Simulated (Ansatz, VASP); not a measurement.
## Cr in VASP and in Ansatz

```xyz
1
Lattice="-1.4397 1.4397 1.4397 1.4397 -1.4397 1.4397 1.4397 1.4397 -1.4397" Properties=species:S:1:pos:R:3 pbc="T T T"
Cr    0.0000    0.0000    0.0000
```

Alike in both runs: functional BLYP; k mesh 15 × 15 × 15; occupations fermi-dirac, width 0.1 eV; no spin polarisation.

Ansatz relaxed the structure, and its values are those at the end. VASP's run is a single point on that final structure, the one shown.

|  | VASP | Ansatz |
| --- | --- | --- |
| version | VASP 6.6.1 | Ansatz 0.2.0 |
| potentials or method | VASP PAW PBE potentials, release 64 (Cr_pv), cutoff 520 eV | plane waves (420 eV) with PAW, scalar-relativistic |
| valence electrons in the cell | 12 | 14 |

Ansatz gave:

```
pressure (GPa) : 0.0
```

Problem. What did VASP give for the same quantities?

Solution. Pressure (GPa): -0.2.

VASP's potentials were made for PBE, not for BLYP. With one functional, cell and mesh, what is left measures potentials, basis and numerics. VASP's potentials hold 12 valence electrons a cell and Ansatz's 14, so a difference there can come from the potentials and not from the codes.
